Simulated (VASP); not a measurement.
Write the native input for VASP 6.6.1 that does the following.

```
Task                   : single point
Functional             : PBE
Potentials or basis    : VASP PAW PBE potentials, release 64 (Li_sv, Hg, Sn_d, Te)
Cutoff                 : 520 eV
k mesh                 : 4 × 4 × 4
Occupations            : gaussian, width 0.01 eV
Spin                   : no spin polarisation
Dipole correction      : no
Further INCAR settings : ALGO = Normal; EDIFF = 1e-07; NBANDS = 38
```

The structure of Li2SnHgTe4 lies in POSCAR:

```
Li2SnHgTe4
1.0
   -3.2907321885      3.2907321885      6.4826339345
    3.2907321885     -3.2907321885      6.4826339345
    3.2907321885      3.2907321885     -6.4826339345
Li Hg Sn Te
2 1 1 4
Direct
    0.0000000000      0.0000000000      0.0000000000
    0.7500000000      0.2500000000      0.5000000000
    0.2500000000      0.7500000000      0.5000000000
    0.5000000000      0.5000000000      0.0000000000
    0.1179659189      0.6171972841      0.9845146434
    0.3828027159      0.3673173594      0.5007686348
    0.6326826406      0.1334512754      0.0154853566
    0.8665487246      0.8820340811      0.4992313652
```

The input as run:

INCAR

```
SYSTEM = Li2SnHgTe4
PREC = Accurate
ENCUT = 520
EDIFF = 1E-7
ISMEAR = 0
SIGMA = 0.01
LREAL = .FALSE.
LASPH = .TRUE.
NELM = 100
ALGO = Normal
ISIF = 2
LWAVE = .FALSE.
LCHARG = .FALSE.
GGA = PE
NBANDS = 38
```

KPOINTS

```
regular mesh
0
G
  4 4 4
  0 0 0
```

Potentials or basis: VASP PAW PBE potentials, release 64 (Li_sv, Hg, Sn_d, Te).

Launch:

```sh
$ cat potpaw_PBE.64/Li_sv/POTCAR potpaw_PBE.64/Hg/POTCAR potpaw_PBE.64/Sn_d/POTCAR potpaw_PBE.64/Te/POTCAR > POTCAR
$ mpirun -np 1 vasp_std > vasp.out
```

It gave:

| Property | Result |
| --- | --- |
| Largest force | 0.119 eV/Å |
| Band gap on the k mesh | 0.85 eV |

Caveat: spin-orbit coupling is left out, which moves the levels of the heavy elements.

Run time: 4.3 min on 1 thread of Intel(R) Xeon(R) Platinum 8488C (Sapphire Rapids), on a shared host, peak memory 0.58 GiB.
